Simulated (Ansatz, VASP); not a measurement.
One calculation of PtSe2, two programs

The input INCAR:

```
SYSTEM = PtSe2
  ALGO = Normal
  EDIFF = 1E-6
  EDIFFG = -0.01
  ENCUT = 600
  GGA = PE
  IBRION = 2
  ISIF = 3
  ISMEAR = 0
  LASPH = .True.
  LCHARG = .False.
  LREAL = .False.
  LWAVE = .False.
  NELM = 100
  NSW = 100
  PREC = Accurate
  SIGMA = 0.1
```

Contents of KPOINTS:

```
k-points
0
Gamma
  12 12 16
  0 0 0
```

POSCAR

```
PtSe2
1.0
    4.7745512203      0.0000000000      0.0000000000
   -2.3872756101      4.1348826484      0.0000000000
    0.0000000000      0.0000000000      2.8380403581
Pt Se
1 2
Direct
    0.0000000000      0.0000000000      0.0000000000
    0.3333333333      0.6666666667      0.5000000000
    0.6666666667      0.3333333333      0.5000000000
```

Input for Ansatz:

```yaml
crystal:
  lattice:
    - [4.7745512203, 0.0, 0.0]
    - [-2.3872756101, 4.1348826484, 0.0]
    - [0.0, 0.0, 2.8380403581]
  atoms:
    - { symbol: Pt, position: [0.0, 0.0, 0.0] }
    - { symbol: Se, position: [0.3333333333, 0.6666666667, 0.5] }
    - { symbol: Se, position: [0.6666666667, 0.3333333333, 0.5] }
basis:
  ecutwfc: 420
kpoints:
  mp_grid: { grid: [12, 12, 16] }
hamiltonian:
  xc: pbe
scf:
  occupations: { method: gaussian, width: 0.1 }
output:
  forces: true
  stress: true
  eigenvalues: true
relax:
  adjacent_minimum: "off"
  f_tol: 0.01
  max_steps: 80
  cell: { stress_tol: 0.05 }
```

Alike in both runs: task relaxation of cell and atoms; functional PBE; k mesh 12 × 12 × 16; occupations gaussian, width 0.1 eV; no spin polarisation.

|  | VASP | Ansatz |
| --- | --- | --- |
| version | VASP 6.6.1 | Ansatz 0.2.0 |
| potentials or method | VASP PAW PBE potentials, release 64 (Pt, Se), cutoff 600 eV | scalar-relativistic, plane waves, PAW |
| valence electrons in the cell | 22 | 50 |

Ansatz gave:

| Quantity | Value |
| --- | --- |
| gap on the k mesh at the Fermi level, each at its own relaxed structure (eV) | none |
| relaxed volume (Å³/atom) | 18.64 |
| relaxed cell length with the largest relative difference (Å) | 4.790 |

Problem. Which values does VASP return?

Solution. gap on the k mesh at the Fermi level, each at its own relaxed structure (eV): none; relaxed volume (Å³/atom): 18.64; relaxed cell length with the largest relative difference (Å): 4.789.

A gap of «none» marks a metal or a gap that the smearing closes. VASP's potentials hold 22 valence electrons a cell and Ansatz's 50, so a difference there can come from the potentials and not from the codes.

Spin-orbit coupling is off throughout.
